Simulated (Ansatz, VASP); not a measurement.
P: VASP beside Ansatz

```
CELL_PARAMETERS angstrom
0.00000 1.90970 1.90970
1.90970 0.00000 1.90970
1.90970 1.90970 0.00000
ATOMIC_POSITIONS crystal
P 0.00000 0.00000 0.00000
```

Change from the starting cell: volume scaled by 1, PAW files.

Alike in both runs: task single point; functional PBEsol; k mesh 17 × 17 × 17; occupations fermi-dirac, width 0.1 eV; no spin polarisation.

```csv
,VASP,Ansatz
version,VASP 6.6.1,Ansatz 0.2.0
potentials or method,"VASP PAW PBE potentials, release 64 (P)","PAW with Ansatz's default frozen-core files, scalar-relativistic"
plane-wave cutoff (eV),520,420
valence electrons in the cell,5,5
```

|  | VASP | Ansatz | Ansatz less VASP |
| --- | --- | --- | --- |
| pressure (GPa) | 0.1 | 0.0 | -0.14 |

VASP's potentials were made for PBE, not for PBEsol. The functional is the same, so the differences come from potentials, cutoffs and numerics.
